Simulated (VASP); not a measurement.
**SiC20: single point with LDA**

System: SiC20, a slab with vacuum.

```
CELL_PARAMETERS angstrom
4.88864 0.00000 0.00000
0.00000 6.73206 0.00000
0.00000 0.00000 19.87793
ATOMIC_POSITIONS crystal
C 0.18734 0.74999 0.20123
C 0.68734 0.74999 0.20123
C 0.31226 0.25001 0.21897
C 0.81226 0.25001 0.21897
C 0.06225 0.25001 0.25449
C 0.56225 0.25001 0.25449
C 0.18716 0.74999 0.27223
C 0.68716 0.74999 0.27223
C 0.43715 0.74999 0.30775
C 0.93715 0.74999 0.30775
C 0.03273 0.25936 0.32680
C 0.53273 0.25936 0.32680
C 0.27784 0.28807 0.36142
C 0.77784 0.28807 0.36142
C 0.46113 0.68096 0.37461
C 0.96113 0.68096 0.37461
C 0.21512 0.60060 0.39901
C 0.71512 0.60060 0.39901
C 0.24583 0.40383 0.42147
C 0.74583 0.40383 0.42147
Si 0.37083 0.40383 0.50491
```

- Program: VASP 6.6.1
- Task: single point
- Functional: LDA
- Potentials or basis: VASP PAW LDA potentials, release 64 (C, Si)
- Cutoff: 520 eV
- k mesh: 6 × 4 × 1
- Occupations: gaussian, width 0.1 eV
- Spin: no spin polarisation
- Dipole correction: yes
- Further INCAR settings: LREAL = Auto; ALGO = Normal; EDIFF = 1e-06; NBANDS = 58

```
Largest force          : 2.691 eV/Å
Band gap on the k mesh : zero (bands 42 and 43 overlap by 0.09 eV)
```

Forces on the atoms (eV/Å):
```
C    0.122 -0.074  1.263
C    0.106 -0.040  1.334
C   -0.087  0.129  2.073
C   -0.111  0.012  1.994
C   -1.158 -0.497 -2.378
C   -1.228 -0.528 -2.170
C    0.109  0.987 -2.020
C    0.071  1.105 -2.123
C    1.209 -0.431  0.634
C    1.012 -0.440  0.545
C    0.240  0.364  0.363
C   -0.115  0.136  0.274
C    0.021 -0.736 -1.504
C    0.105 -0.491 -0.824
C   -0.099 -0.209 -0.569
C   -0.041 -0.057 -0.268
C   -0.534  2.144 -0.268
C    0.189  0.844 -0.430
C   -1.048 -1.739  1.394
C   -0.205 -0.288  2.655
Si   1.442 -0.194  0.028
```

Levels at points of the mesh, in eV from the Fermi level:
```tsv
k point	band 40	band 41	band 42	band 43	band 44	band 45
(0.00, 0.00, 0.00)	-0.65	-0.49	-0.21	0.04	0.32	0.55
(0.50, 0.00, 0.00)	-0.46	-0.25	0.08	0.10	0.51	0.78
(0.00, 0.50, 0.00)	-0.69	-0.49	-0.40	0.03	0.30	0.48
(0.50, 0.50, 0.00)	-0.41	-0.14	-0.06	0.13	0.54	0.94
```

Wall time 11 min on 1 thread of Intel(R) Xeon(R) Platinum 8488C (Sapphire Rapids), on a shared host, peak memory 0.63 GiB.
